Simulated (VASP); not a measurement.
Crystal: C.

```
C
1.0
     2.12732   -1.22828    0.00000
     2.12732    1.22828    0.00000
    -1.37907    0.00000    3.50283
C
2
Cartesian
  3.5455 0.0000 0.0003
  -0.6699 0.0000 3.5025
```

- Program: VASP 6.6.1
- Task: relaxation of cell and atoms
- Functional: PBEsol
- Dispersion: D3(BJ)
- Potentials or basis: VASP PAW PBE potentials, release 64 (C)
- Cutoff: 600 eV
- k mesh: 8 × 8 × 5, shifted
- Occupations: fermi-dirac, width 0.1 eV
- Spin: no spin polarisation

At the start: pressure 0.4 GPa; volume 9.15 Å³/atom.

Problem. Where does the relaxation end?

Solution. Over 14 steps the energy falls by 3.9 meV/atom and the volume is 8.55 Å³/atom (-6.6 %); space group C2/m (No. 12, to 0.05 Å).

The path:
```tsv
step	energy change (eV)	largest force (eV/Å)	pressure (GPa)	volume (Å³)
1	0.0000	0.1476	0.43	18.31
2	0.0054	0.7551	-2.79	18.37
3	-0.0007	0.0783	-0.42	18.32
4	-0.0013	0.0706	-1.52	18.28
5	-0.0013	0.0692	-1.61	18.28
6	-0.0018	0.0683	-1.46	18.23
7	-0.0031	0.0654	-1.01	18.08
8	-0.0049	0.0591	-0.06	17.78
9	-0.0054	0.0462	2.04	17.19
10	-0.0058	0.0513	1.10	17.44
11	-0.0064	0.0446	0.94	17.39
12	-0.0075	0.0242	0.46	17.21
13	-0.0068	0.0412	-0.46	16.86
14	-0.0078	0.0157	0.14	17.09
```

Final structure:
```xyz
2
Lattice="2.1261 -1.2313 -0.0002 2.1261 1.2313 -0.0002 -1.3785 0.0000 3.2651" Properties=species:S:1:pos:R:3 pbc="T T T"
C     3.5441    0.0000   -0.0001
C    -0.6705    0.0000    3.2649
```

Caveat: the PAW data sets were made with another functional, which shifts forces and pressure a little; the relaxation stopped at a loose force limit of 0.05 eV/Å, so its end isn't a converged minimum.
